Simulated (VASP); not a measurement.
# NaCu12 in VASP: notebook

Runs on NaCu12. Level: PBE. Tasks: relaxation of the atoms.

Everything below comes from runs of VASP 6.6.1. Logs are shortened: lines on timing, memory, paths and dates and some standing lists are left out, and cuts for length are marked.

## Step 1: The cell of the first run

The cell holds a slab with vacuum, 13 atoms: a = 5.132 Å, b = 5.132 Å, c = 19.028 Å, α = 90.00°, β = 90.00°, γ = 90.00°.

## Step 2: Relaxation of the atoms, PBE

File INCAR:

```
SYSTEM = NaCu12
PREC = Accurate ; ENCUT = 520
EDIFF = 1E-7 ; ISMEAR = 0
SIGMA = 0.1 ; LREAL = .FALSE.
LASPH = .TRUE. ; NELM = 120
ALGO = Normal ; ISIF = 2
LWAVE = .FALSE. ; LCHARG = .FALSE.
LDIPOL = .TRUE. ; IDIPOL = 3
DIPOL = 0.5 0.5 0.319 ; GGA = PE
IBRION = 2 ; NSW = 36
EDIFFG = -0.025 ; GGA_COMPAT = .FALSE.
NELMIN = 4 ; NELMDL = -8
KPAR = 4
```

File KPOINTS:

```
regular mesh
0
G
  5 5 1
  0 0 0
```

File POSCAR:

```
NaCu12
1.0
    5.1319544654      0.0000000000      0.0000000000
    0.0000000000      5.1319544654      0.0000000000
    0.0000000000      0.0000000000     19.0279314150
Cu Na
12 1
Selective dynamics
Direct
    0.2500000000      0.2500000000      0.2102172807  F F F
    0.2500000000      0.7500000000      0.2102172807  F F F
    0.7500000000      0.2500000000      0.2102172807  F F F
    0.7500000000      0.7500000000      0.2102172807  F F F
    0.0000000000      0.0000000000      0.3029241254  F F F
    0.0000000000      0.5000000000      0.3029241254  F F F
    0.5000000000      0.0000000000      0.3029241254  F F F
    0.5000000000      0.5000000000      0.3029241254  F F F
    0.2500000000      0.2500000000      0.3956253179  F F F
    0.2500000000      0.7500000000      0.3956253179  F F F
    0.7500000000      0.2500000000      0.3956253179  F F F
    0.7500000000      0.7500000000      0.3956253179  F F F
    0.4166666667      0.5000000000      0.5107635492  F F T
```

Potentials or basis: VASP PAW PBE potentials, release 64 (Cu, Na_pv).

On the command line:

```sh
$ cat potpaw_PBE.64/Cu/POTCAR potpaw_PBE.64/Na_pv/POTCAR > POTCAR
$ mpirun -np 4 vasp_std > vasp.out
```

OUTCAR:

```text
SYSTEM = NaCu12
   PREC = Accurate
   ENCUT = 520
   EDIFF = 1E-7
   ISMEAR = 0
   LREAL = .FALSE.
   LASPH = .TRUE.
   NELM = 120
   ISIF = 2
   GGA = PE
   IBRION = 2
   NSW = 36
   EDIFFG = -0.025
   NELMIN = 4
   NELMDL = -8

 ion  position               nearest neighbor table
   1  0.250  0.250  0.210-   5 2.53   6 2.53   7 2.53   8 2.53   2 2.57   3 2.57   2 2.57   3 2.57

   2  0.250  0.750  0.210-   5 2.53   6 2.53   7 2.53   8 2.53   1 2.57   4 2.57   1 2.57   4 2.57

   3  0.750  0.250  0.210-   5 2.53   6 2.53   7 2.53   8 2.53   1 2.57   4 2.57   4 2.57   1 2.57
[... 4 lines left out ...]
                             6 2.57   7 2.57   6 2.57   7 2.57
   6  0.000  0.500  0.303-   9 2.53  10 2.53  11 2.53  12 2.53   1 2.53   2 2.53   3 2.53   4 2.53
                             5 2.57   8 2.57   5 2.57   8 2.57
   7  0.500  0.000  0.303-   9 2.53  10 2.53  11 2.53  12 2.53   1 2.53   2 2.53   3 2.53   4 2.53
                             5 2.57   8 2.57   8 2.57   5 2.57
   8  0.500  0.500  0.303-   9 2.53  10 2.53  11 2.53  12 2.53   1 2.53   2 2.53   3 2.53   4 2.53
                             6 2.57   7 2.57   7 2.57   6 2.57
   9  0.250  0.250  0.396-   5 2.53   6 2.53   7 2.53   8 2.53  10 2.57  11 2.57  10 2.57  11 2.57
                            13 2.68
  10  0.250  0.750  0.396-   5 2.53   6 2.53   7 2.53   8 2.53   9 2.57  12 2.57   9 2.57  12 2.57
                            13 2.68
  11  0.750  0.250  0.396-   5 2.53   6 2.53   7 2.53   8 2.53   9 2.57  12 2.57  12 2.57   9 2.57

  12  0.750  0.750  0.396-   5 2.53   6 2.53   7 2.53   8 2.53  10 2.57  11 2.57  11 2.57  10 2.57

  13  0.417  0.500  0.511-   9 2.68  10 2.68

  LATTYP: Found a simple tetragonal cell.
 ALAT       =     5.1319544654
 C/A-ratio  =     3.7077358233

  Lattice vectors:

 A1 = (   5.1319544654,   0.0000000000,   0.0000000000)
 A2 = (   0.0000000000,   5.1319544654,   0.0000000000)
 A3 = (   0.0000000000,   0.0000000000,  19.0279314150)

Analysis of symmetry for initial positions (statically):
=====================================================================
 Subroutine PRICEL returns:
 Original cell was already a primitive cell.

 Routine SETGRP: Setting up the symmetry group for a
 simple tetragonal supercell.

 Subroutine GETGRP returns: Found  2 space group operations
 (whereof  2 operations were pure point group operations)
 out of a pool of 16 trial point group operations.

The static configuration has the point symmetry C_1h.

Analysis of symmetry for dynamics (positions and initial velocities):
=====================================================================
 Subroutine PRICEL returns:
 Original cell was already a primitive cell.

[... 146 lines left out ...]
     AMIX     =   0.40;   BMIX     =  1.00
     AMIX_MAG =   1.60;   BMIX_MAG =  1.00
  volume/ion in A,a.u.               =      38.55       260.14
  Fermi-wavevector in a.u.,A,eV,Ry     =   1.067646  2.017559 15.508852  1.139868
  Thomas-Fermi vector in A             =   2.203269
   LORBIT       =      0    0 simple, 1 ext, 2 COOP (PROOUT), +10 PAW based schemes
   GGA     = PE    functional components
   LHFCALC =     F    Hartree Fock is set to
   AEXX    =    0.0000 exact exchange contribution
   IVDW    =     0    specifies the selected vdW correction
   LEPSILON=     F    determine dielectric tensor
   LRPA    =     F    only Hartree local field effects (RPA)
 conjugate gradient relaxation of ions
 non-spin polarized calculation
 Gauss-broadening in eV      SIGMA  =   0.10
  energy-cutoff  :      520.00
  volume of cell :      501.14
 maximum number of plane-waves:     13595
 NGX is ok and might be reduce to    40
   NGX = 19   NGY = 19   NGZ = 71

 dipolmoment           0.000000      0.000000      0.015004 electrons x Angstroem

--------------------------------------- Ionic step        1  -------------------------------------------

 number of electron     138.9999788 magnetization

 Free energy of the ion-electron system (eV)
  ---------------------------------------------------
  ext. energy  EPLUGINS =         0.00000000
  ---------------------------------------------------
  free energy    TOTEN  =       -41.78921446 eV

  energy without entropy =      -41.75628392  energy(sigma->0) =      -41.77274919

------------------------ aborting loop because EDIFF is reached ----------------------------------------

  FORCE on cell =-STRESS in cart. coord.  units (eV):
  Direction    XX          YY          ZZ          XY          YZ          ZX
  --------------------------------------------------------------------------------------
  -------------------------------------------------------------------------------------
  Total       -4.3011265     -4.0487903      1.9830909      0.0000000      0.0000000      0.4407027
  in kB      -13.7510426    -12.9443040      6.3400991      0.0000000      0.0000000      1.4089616
  external PRESSURE =      -6.7850825 kB  Pullay stress =       0.0000000 kB
[... 175 lines left out ...]
--------------------------------------- Ionic step        5  -------------------------------------------

 number of electron     138.9999786 magnetization

 dipolmoment           0.000000      0.000000     -0.383090 electrons x Angstroem

 Free energy of the ion-electron system (eV)
  ---------------------------------------------------
  ext. energy  EPLUGINS =         0.00000000
  ---------------------------------------------------
  free energy    TOTEN  =       -41.81652114 eV

  energy without entropy =      -41.78664928  energy(sigma->0) =      -41.80158521

 E-fermi :  -0.0531     XC(G=0):  -5.1160

 val. band max:       -0.1096785310   @ k =   0.0000   0.0000   0.0000
 cond. band min:      -0.0529581627   @ k =   0.2000   0.0000   0.0000
 fundamental gap:      0.0567203683
 Fermi energy:        -0.0530636003

 k-point     1 :       0.0000    0.0000    0.0000
  band No.  band energies     occupation
      1     -25.2167      2.00000
      2     -25.2017      2.00000
      3     -25.1961      2.00000
      4      -8.4695      2.00000
      5      -5.9660      2.00000
      6      -4.9351      2.00000
[... 745 lines left out ...]
     80       4.4696      0.00000
     81       4.7006      0.00000
 [bands above 81 left out]

------------------------ aborting loop because EDIFF is reached ----------------------------------------

 vacuum level on the upper side and lower side of the slab       (xc-potential included)        -1.716         0.990

  FORCE on cell =-STRESS in cart. coord.  units (eV):
  Direction    XX          YY          ZZ          XY          YZ          ZX
  --------------------------------------------------------------------------------------
  -------------------------------------------------------------------------------------
  Total       -4.5008637     -4.3412031      1.0643982      0.0000000      0.0000000      0.3019343
  in kB      -14.3896183    -13.8791709      3.4029655      0.0000000      0.0000000      0.9653080
  external PRESSURE =      -8.2886079 kB  Pullay stress =       0.0000000 kB
[... 28 lines left out ...]
  FREE ENERGIE OF THE ION-ELECTRON SYSTEM (eV)
  ---------------------------------------------------
  free  energy   TOTEN  =       -41.8165211366 eV

  energy  without entropy=      -41.7866492759  energy(sigma->0) =      -41.80158521

 reached required accuracy - stopping structural energy minimisation

 vacuum level on the upper side and lower side of the slab         1.433         4.211
```

OSZICAR:

```text
N       E                     dE             d eps       ncg     rms          rms(c)
DAV:   1     0.124361792349E+04    0.12436E+04   -0.58655E+04  1510   0.193E+03
DAV:   2     0.866568399439E+02   -0.11570E+04   -0.11265E+04  1494   0.432E+02
DAV:   3    -0.444709075130E+02   -0.13113E+03   -0.12321E+03  1550   0.201E+02
DAV:   4    -0.509103568856E+02   -0.64394E+01   -0.62750E+01  1681   0.571E+01
[... 102 lines left out ...]
DAV:  15    -0.418165193539E+02   -0.17494E-05   -0.16371E-07   944   0.492E-03    0.479E-04
DAV:  16    -0.418165201944E+02   -0.84052E-06   -0.75769E-08   979   0.284E-03    0.229E-04
DAV:  17    -0.418165205119E+02   -0.31744E-06   -0.25092E-08   950   0.196E-03    0.164E-04
DAV:  18    -0.418165211142E+02   -0.60235E-06   -0.92595E-08   936   0.253E-03    0.372E-04
DAV:  19    -0.418165211366E+02   -0.22374E-07   -0.11111E-08   970   0.131E-03
   5 F= -.41816521E+02 E0= -.41801585E+02  d E =-.273067E-01
```

CONTCAR:

```text
NaCu12
   1.00000000000000
     5.1319544653999998    0.0000000000000000    0.0000000000000000
     0.0000000000000000    5.1319544653999998    0.0000000000000000
     0.0000000000000000    0.0000000000000000   19.0279314150000012
  Cu              Na
    12     1
Selective dynamics
Direct
[... 16 lines left out ...]
  0.00000000E+00  0.00000000E+00  0.00000000E+00
  0.00000000E+00  0.00000000E+00  0.00000000E+00
  0.00000000E+00  0.00000000E+00  0.00000000E+00
  0.00000000E+00  0.00000000E+00  0.00000000E+00
  0.00000000E+00  0.00000000E+00  0.00000000E+00
  0.00000000E+00  0.00000000E+00  0.00000000E+00
  0.00000000E+00  0.00000000E+00  0.00000000E+00
  0.00000000E+00  0.00000000E+00  0.00000000E+00
  0.00000000E+00  0.00000000E+00  0.00000000E+00
  0.00000000E+00  0.00000000E+00  0.00000000E+00
  0.00000000E+00  0.00000000E+00  0.00000000E+00
```

Wall time 24 min (4 MPI ranks of Intel Xeon Platinum 8259CL at 2.50GHz (Skylake/Cascade Lake), shared host); peak memory 0.74 GiB.

What came out:

```yaml
Free_energy: -41.8165 eV
Energy_gained_by_relaxing: 2.1 meV/atom
Ionic_steps: 5
Band_gap_on_the_k_mesh: zero (an odd number of electrons rules out a gap without spin polarisation)
```

Step by step:
```tsv
step	energy change (eV)	largest force on free atoms (eV/Å)	pressure (GPa)
1	0.0000	0.4038	-0.68
2	-0.0072	0.3416	-0.70
3	-0.0220	0.1684	-0.76
4	-0.0241	0.1190	-0.87
5	-0.0273	0.0089	-0.83
```

Final structure:
```
Cu Na
1.0
     5.13195    0.00000    0.00000
     0.00000    5.13195    0.00000
     0.00000    0.00000   19.02793
Cu Na
12 1
Cartesian
  1.2830 1.2830 4.0000
  1.2830 3.8490 4.0000
  3.8490 1.2830 4.0000
  3.8490 3.8490 4.0000
  0.0000 0.0000 5.7640
  0.0000 2.5660 5.7640
  2.5660 0.0000 5.7640
  2.5660 2.5660 5.7640
  1.2830 1.2830 7.5279
  1.2830 3.8490 7.5279
  3.8490 1.2830 7.5279
  3.8490 3.8490 7.5279
  2.1383 2.5660 9.8652
```

## Step 3: Relaxation of the atoms, PBE

File INCAR:

```
ALGO = Normal
DIPOL = 0.5 0.5 0.320
EDIFF = 1E-7
EDIFFG = -0.025
ENCUT = 520
GGA = PE
GGA_COMPAT = False
IBRION = 2
IDIPOL = 3
ISIF = 2
ISMEAR = 0
KPAR = 4
LASPH = True
LCHARG = False
LDIPOL = True
LREAL = False
LWAVE = False
NELM = 120
NELMDL = -8
NELMIN = 4
NSW = 36
PREC = Accurate
SIGMA = 0.1
```

File KPOINTS:

```
k-points
0
Gamma
  5 5 1
```

Changes to POSCAR since step 2:

```diff
@@ -21,2 +21,2 @@
     0.7500000000      0.7500000000      0.3956253179  F F F
-    0.4166666667      0.5000000000      0.5107635492  F F T
+    0.2500000000      0.4166666667      0.5243496992  F F T
```

Potentials or basis: VASP PAW PBE potentials, release 64 (Cu, Na_pv).

On the command line:

```sh
$ cat potpaw_PBE.64/Cu/POTCAR potpaw_PBE.64/Na_pv/POTCAR > POTCAR
$ mpirun -np 4 vasp_std > vasp.out
```

Run time: 14 min. Hardware: 4 MPI ranks of Intel Xeon Platinum 8259CL at 2.50GHz (Skylake/Cascade Lake), shared host; peak memory 0.74 GiB.

It converged, with:

```
Free energy               : -41.7067 eV
Energy gained by relaxing : 0.1 meV/atom
Ionic steps               : 4
Band gap on the k mesh    : zero (an odd number of electrons rules out a gap without spin polarisation)
```

The path:
```csv
step,energy change (eV),largest force on free atoms (eV/Å),pressure (GPa)
1,0.0000,0.0672,-0.87
2,-0.0002,0.0579,-0.86
3,-0.0006,0.0319,-0.88
4,-0.0007,0.0187,-0.90
```

Final structure:
```yaml
crystal:
  lattice:
    - [5.13195, 0.00000, 0.00000]
    - [0.00000, 5.13195, 0.00000]
    - [0.00000, 0.00000, 19.02793]
  atoms:
    - { symbol: Cu, position: [0.25000, 0.25000, 0.21022] }
    - { symbol: Cu, position: [0.25000, 0.75000, 0.21022] }
    - { symbol: Cu, position: [0.75000, 0.25000, 0.21022] }
    - { symbol: Cu, position: [0.75000, 0.75000, 0.21022] }
    - { symbol: Cu, position: [0.00000, 0.00000, 0.30292] }
    - { symbol: Cu, position: [0.00000, 0.50000, 0.30292] }
    - { symbol: Cu, position: [0.50000, 0.00000, 0.30292] }
    - { symbol: Cu, position: [0.50000, 0.50000, 0.30292] }
    - { symbol: Cu, position: [0.25000, 0.25000, 0.39563] }
    - { symbol: Cu, position: [0.25000, 0.75000, 0.39563] }
    - { symbol: Cu, position: [0.75000, 0.25000, 0.39563] }
    - { symbol: Cu, position: [0.75000, 0.75000, 0.39563] }
    - { symbol: Na, position: [0.25000, 0.41667, 0.52605] }
```

Levels at points of the mesh, in eV from the Fermi level:
```csv
k point,band 66,band 67,band 68,band 69,band 70,band 71,band 72,band 73,band 74,band 75
"(0.00, 0.00, 0.00)",-1.13,-0.23,-0.22,-0.18,-0.17,-0.06,-0.06,0.11,1.20,2.58
```
